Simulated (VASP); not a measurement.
Al:

```
Al
1.0
     0.00000    2.02481    2.02481
     2.02481    0.00000    2.02481
     2.02481    2.02481    0.00000
Al
1
Direct
  0.00000 0.00000 0.00000
```

- Program: VASP 6.6.1
- Task: relaxation of volume and atoms at fixed shape
- Functional: r2SCAN
- Potentials or basis: VASP PAW PBE potentials, release 64 (Al)
- Cutoff: 600 eV
- k mesh: 7 × 7 × 7
- Occupations: fermi-dirac, width 0.05 eV
- Spin: no spin polarisation

At the start: pressure -4.2 GPa; volume 16.60 Å³/atom.

How do energy, volume and symmetry change on relaxing?

Over 3 steps the energy falls by 10.8 meV/atom and the volume is 15.82 Å³/atom (-4.7 %); space group Fm-3m (No. 225, to 0.05 Å).

Step by step:
```
step  energy change (eV)  largest force (eV/Å)  pressure (GPa)  volume (Å³)
   1              0.0000                0.0000           -4.17        16.60
   2             -0.0097                0.0000            1.53        15.59
   3             -0.0108                0.0000            0.04        15.82
```

Final structure:
```cif
data_structure
_symmetry_space_group_name_H-M 'P 1'
_symmetry_Int_Tables_number 1
_cell_length_a 2.8176
_cell_length_b 2.8176
_cell_length_c 2.8176
_cell_angle_alpha 60.000
_cell_angle_beta 60.000
_cell_angle_gamma 60.000
_cell_volume 15.82
loop_
_atom_site_label
_atom_site_type_symbol
_atom_site_fract_x
_atom_site_fract_y
_atom_site_fract_z
_atom_site_occupancy
Al1 Al 0.00000 0.00000 0.00000 1
```

Caveat: the k points lie up to 0.39 Å⁻¹ apart in the final cell; the PAW data sets were made with another functional, which shifts forces and pressure a little.
